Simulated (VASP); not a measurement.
Set up this calculation in VASP 6.6.1, as the native input.

```yaml
Task: single point
Functional: LDA
Potentials_or_basis: VASP PAW LDA potentials, release 64 (Mo_sv)
Cutoff: 520 eV
k_mesh: 15 × 15 × 15
Occupations: fermi-dirac, width 0.1 eV
Spin: no spin polarisation
Dipole_correction: no
Further_INCAR_settings: ALGO = Normal; EDIFF = 1e-06; NBANDS = 13
```

The structure of Mo lies in POSCAR:

```
Mo
1.0
    0.0000000000      1.9413606780      1.9413606780
    1.9413606780      0.0000000000      1.9413606780
    1.9413606780      1.9413606780      0.0000000000
Mo
1
Direct
    0.0000000000      0.0000000000      0.0000000000
```

This cell differs from its parent crystal: volume scaled by 0.96.

These files were run (other wordings do the same):

INCAR

```
SYSTEM = Mo
PREC = Accurate
ENCUT = 520
EDIFF = 1E-6
ISMEAR = -1
SIGMA = 0.1
LREAL = .FALSE.
LASPH = .TRUE.
NELM = 100
ALGO = Normal
ISIF = 2
LWAVE = .FALSE.
LCHARG = .TRUE.
GGA = CA
LELF = .TRUE.
LVHAR = .TRUE.
NBANDS = 13
```

KPOINTS

```
Automatic mesh
0
G
  15 15 15
  0 0 0
```

Potentials or basis: VASP PAW LDA potentials, release 64 (Mo_sv).

Run with:

```sh
$ cat potpaw_LDA.64/Mo_sv/POTCAR > POTCAR
$ mpirun -np 1 vasp_std > vasp.out
```

Results of the run:

The pressure is 13.7 GPa and the band gap on the k mesh is zero (band 7 reaches 17.57 eV, above the bottom of band 8 at 12.24 eV).

Run time: 29 s on 1 thread of AMD EPYC 7R13 (shared host), peak memory 0.1 GiB.
